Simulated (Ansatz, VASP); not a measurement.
# One calculation of CsSnI3, two programs

The input POSCAR:

```
CsSnI3
1.0
    6.3039056119      0.0000000000      0.0000000000
    0.0000000000      6.3039056119      0.0000000000
    0.0000000000      0.0000000000      6.2272297984
Cs Sn I
1 1 3
Direct
    0.0000000000      0.0000000000      0.0000000000
    0.5000000000      0.5000000000      0.5000000000
    0.5000000000      0.5000000000      0.0000000000
    0.5000000000      0.0000000000      0.5000000000
    0.0000000000      0.5000000000      0.5000000000
```

Contents of INCAR.step1:

```
PREC = Accurate
ENCUT = 520
ISMEAR = 0
SIGMA = 0.01
LREAL = F
LASPH = T
NELM = 60
NBANDS = 30
GGA = PE
ALGO = Normal
EDIFF = 1E-4
LWAVE = T
LCHARG = F
```

File INCAR.step2:

```
PREC = Accurate
ENCUT = 520
EDIFF = 1E-7
ISMEAR = 0
SIGMA = 0.01
LREAL = F
LASPH = T
NELM = 60
ALGO = Normal
ISIF = 2
LWAVE = F
LCHARG = T
METAGGA = R2SCAN
LMIXTAU = T
LELF = T
LVHAR = T
NBANDS = 30
ISTART = 1
```

File KPOINTS:

```
Automatic mesh
0
Gamma
  4 4 4
```

Input for Ansatz:

```yaml
crystal:
  lattice:
    - [6.3039056119, 0.0, 0.0]
    - [0.0, 6.3039056119, 0.0]
    - [0.0, 0.0, 6.2272297984]
  atoms:
    - { symbol: Cs, position: [0.0, 0.0, 0.0] }
    - { symbol: Sn, position: [0.5, 0.5, 0.5] }
    - { symbol: I, position: [0.5, 0.5, 0.0] }
    - { symbol: I, position: [0.5, 0.0, 0.5] }
    - { symbol: I, position: [0.0, 0.5, 0.5] }
kpoints:
  mp_grid: { grid: [4, 4, 4] }
  band_path:
    path: [[0.0, 0.0, 0.0], [0.0, 0.5, 0.0], [0.5, 0.5, 0.0], [0.5, 0.5, 0.5]]
    npoints: 1
hamiltonian:
  xc: r2scan
scf:
  occupations: { method: fixed }
  n_extra_bands: 5
output:
  forces: true
  stress: true
  eigenvalues: true
```

Change from the starting cell: epitaxial_xy strain +1.0%.

Alike in both runs: task single point; functional r2SCAN; k mesh 4 × 4 × 4; no spin polarisation.

|  | VASP | Ansatz |
| --- | --- | --- |
| version | VASP 6.6.1 | Ansatz 0.2.0 |
| potentials or method | VASP PAW PBE potentials, release 64 (Cs_sv, Sn_d, I) | plane waves, PAW |
| plane-wave cutoff (eV) | 520 | 500 |
| occupations | gaussian, width 0.01 eV | fixed |
| valence electrons in the cell | 44 | 74 |

|  | VASP | Ansatz | Ansatz less VASP |
| --- | --- | --- | --- |
| gap on the k mesh at the Fermi level (eV) | 0.55 | 0.56 | +0.001 |
| pressure (GPa) | -0.3 | -0.3 | +0.01 |
| traceless stress, the component that is largest in VASP (GPa) | 0.28 | 0.28 | 0.000 |

VASP's potentials were made for PBE, not for r2SCAN. VASP's potentials hold 44 valence electrons a cell and Ansatz's 74, so a difference there can come from the potentials and not from the codes.

Spin-orbit coupling is off throughout.
